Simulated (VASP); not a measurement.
A run of VASP 6.6.1 is set up as follows.

File INCAR:

```
PREC = Accurate
ENCUT = 520
EDIFF = 1E-7
ISMEAR = -1
SIGMA = 0.02
LREAL = Auto
LASPH = T
NELM = 100
ALGO = Normal
ISIF = 2
LWAVE = F
LCHARG = F
GGA = PE
IVDW = 12
NBANDS = 52
```

File KPOINTS:

```
regular mesh
0
Gamma
  2 2 2
```

The input POSCAR:

```
TiSi16
1.0
    0.0000000000      5.4300000000      5.4300000000
    5.4300000000      0.0000000000      5.4300000000
    5.4300000000      5.4300000000      0.0000000000
Si Ti
16 1
Direct
    0.0018988029     -0.0011849908     -0.0022518416
    0.1016900552      0.1344224678      0.1333395948
    0.0018031308     -0.0011865562      0.5043370166
    0.1426469613      0.1118097606      0.6241197053
    0.0017158379      0.5054114180     -0.0021707182
    0.1425602210      0.6251874770      0.1108204420
    0.0415187845      0.4877007366      0.4866749540
    0.1424198895      0.6251799263      0.6241996317
    0.4730613260      0.0104283610      0.0098329650
    0.6298600368      0.1152443831      0.1142139963
    0.5188123389     -0.0292992634      0.5067186004
    0.6297725599      0.1152762431      0.6438313076
    0.5186655617      0.5075441989     -0.0301758748
    0.6296671271      0.6444220074      0.1146813076
    0.5184743094      0.5075820442      0.5073120626
    0.6725374770      0.6108091160      0.6099297422
    0.4584323204      0.3487789134      0.3479914365
```

Potentials or basis: VASP PAW PBE potentials, release 64 (Si, Ti_sv).

Launch:

```console
$ cat potpaw_PBE.64/Si/POTCAR potpaw_PBE.64/Ti_sv/POTCAR > POTCAR
$ mpirun -np 1 vasp_std > vasp.out
```

(1) Predict the largest force.

(2) Estimate the dispersion energy per atom.

(3) Predict the pressure.

## Answers

(1) 2.274 eV/Å.

(2) -0.343 eV.

(3) 1.3 GPa.

Caveat: the k points lie up to 0.50 Å⁻¹ apart.
